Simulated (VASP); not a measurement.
Input of a VASP 6.6.1 run:

The input INCAR:

```
SYSTEM = Cd
ALGO = Fast
EDIFF = 1E-6
ENCUT = 520
GGA = PE
ISIF = 2
ISMEAR = 0
LASPH = .TRUE.
LCHARG = .FALSE.
LREAL = .FALSE.
LWAVE = .FALSE.
NBANDS = 12
NELM = 60
PREC = Accurate
SIGMA = 0.15
```

The input KPOINTS:

```
k-points
0
G
  21 21 21
  0 0 0
```

Contents of POSCAR:

```
Cd
1.0
    1.5820886613      0.9134193145      2.5302646583
   -1.5820886613      0.9134193145      2.5302646583
    0.0000000000     -1.8268386290      2.5302646583
Cd
1
Direct
    0.0000000000      0.0000000000      0.0000000000
```

Potentials or basis: VASP PAW PBE potentials, release 64 (Cd).

Command:

```bash
$ cat potpaw_PBE.64/Cd/POTCAR > POTCAR
$ mpirun -np 1 vasp_std > vasp.out
```

Q: Predict the pressure.

A: 2.2 GPa.

Q: Estimate the band gap on the k mesh.

A: Zero (bands 6 and 7 overlap by 2.74 eV).
